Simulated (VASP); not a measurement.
A run of VASP 6.6.1 is set up as follows.

File INCAR:

```
  PREC = Accurate
  ENCUT = 520
  EDIFF = 1E-7
  ISMEAR = 0
  SIGMA = 0.15
  LREAL = False
  LASPH = True
  NELM = 80
  ALGO = Normal
  ISIF = 2
  LWAVE = False
  LCHARG = False
  GGA = CA
  NBANDS = 20
```

File KPOINTS:

```
Automatic mesh
0
Gamma
  10 10 5
```

Contents of POSCAR:

```
MoS2
1.0
    3.2699365153      0.0000000000      0.0000000000
   -1.6349677510      2.8318474022      0.0000000000
    0.0000000000      0.0000000000      6.3955413813
Mo S
1 2
Direct
    0.0000000000      0.0000000000      0.5000000000
    0.3333333333      0.6666666667      0.2553190000
    0.6666666667      0.3333333333      0.7446810000
```

Potentials or basis: VASP PAW LDA potentials, release 64 (Mo_sv, S).

Launch:

```console
$ cat potpaw_LDA.64/Mo_sv/POTCAR potpaw_LDA.64/S/POTCAR > POTCAR
$ mpirun -np 1 vasp_std > vasp.out
```

(1) What does it give for the pressure?

(2) Estimate the largest force.

## Answers

(1) -10.2 GPa.

(2) 0.719 eV/Å.
